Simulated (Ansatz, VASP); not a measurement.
## MgS: VASP beside Ansatz

```
Mg S
1.0
     0.00000    2.60165    2.60165
     2.60165    0.00000    2.60165
     2.60165    2.60165    0.00000
Mg S
1 1
Direct
  0.00000 0.00000 0.00000
  0.50000 0.50000 0.50000
```

Alike in both runs: task single point; functional PBEsol; k mesh 6 × 6 × 6; occupations gaussian, width 0.1 eV; no spin polarisation.

|  | VASP | Ansatz |
| --- | --- | --- |
| version | VASP 6.6.1 | Ansatz 0.2.0 |
| potentials or method | VASP PAW PBE potentials, release 64 (Mg, S), cutoff 600 eV | scalar-relativistic, plane waves, PAW |
| valence electrons in the cell | 8 | 16 |

VASP gave:

| Item | Value |
| --- | --- |
| gap on the k mesh at the Fermi level (eV) | 2.70 |
| least direct gap on the mesh (eV) | 3.59 |
| pressure (GPa) | -1.1 |

Q: Which values does Ansatz return?

A: gap on the k mesh at the Fermi level (eV): 2.70; least direct gap on the mesh (eV): 3.59; pressure (GPa): -0.9.

VASP's potentials were made for PBE, not for PBEsol. VASP's potentials hold 8 valence electrons a cell and Ansatz's 16, so a difference there can come from the potentials and not from the codes.
